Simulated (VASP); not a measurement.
GaAs:

```
CELL_PARAMETERS angstrom
0.00000 2.99740 2.83309
2.99740 0.00000 2.83309
2.99740 2.99740 0.00000
ATOMIC_POSITIONS crystal
Ga 0.00000 0.00000 0.00000
As 0.25000 0.25000 0.25000
```

This cell differs from its parent crystal: biaxial xy strain +5.8%.

Base run:

```yaml
Program: VASP 6.6.1
Functional: PBE
Potentials_or_basis: VASP PAW PBE potentials, release 64 (Ga_d, As)
Cutoff: 520 eV
k_mesh: 8 × 8 × 8
Occupations: fermi-dirac, width 0.02 eV
Spin: no spin polarisation
```

Its results: band gap on the k mesh 0.26 eV, indirect (the least direct gap lies 2.8 meV higher); pressure -3.5 GPa.

The run is repeated on the same cell with these changes: functional from PBE to r2SCAN; further incar settings from ALGO = Normal; EDIFF = 1e-07; NBANDS = 16 to ALGO = Normal; EDIFF = 1e-06; NBANDS = 16. What comes out?

Band gap on the k mesh 0.14 eV, direct; pressure -6.2 GPa.

Caveats: the PAW data sets were made with another functional, which shifts forces and pressure a little (some runs).

A k mesh can miss the band edges.
